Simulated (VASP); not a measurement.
A run of VASP 6.6.1 is set up as follows.

INCAR

```
PREC = Accurate
ENCUT = 520
EDIFF = 1E-7
ISMEAR = -1
SIGMA = 0.05
LREAL = F
LASPH = T
NELM = 80
ALGO = Normal
ISIF = 2
LWAVE = F
LCHARG = T
GGA = PS
LELF = T
LVHAR = T
NBANDS = 13
```

Contents of KPOINTS:

```
regular mesh
0
Gamma
  9 9 9
```

File POSCAR:

```
W
1.0
   -1.5823450000      1.5823450000      1.5823450000
    1.5823450000     -1.5823450000      1.5823450000
    1.5823450000      1.5823450000     -1.5823450000
W
1
Direct
    0.0000000000      0.0000000000      0.0000000000
```

Potentials or basis: VASP PAW PBE potentials, release 64 (W_sv).

Run with:

```sh
$ cat potpaw_PBE.64/W_sv/POTCAR > POTCAR
$ mpirun -np 1 vasp_std > vasp.out
```

Task: Predict the pressure.

Result: -2.8 GPa.

Task: Estimate the band gap on the k mesh.

Result: Zero (band 7 reaches 15.30 eV, above the bottom of band 8 at 10.04 eV).

Caveat: the PAW data sets were made with another functional, which shifts forces and pressure a little; spin-orbit coupling is left out, which moves the levels of the heavy elements.
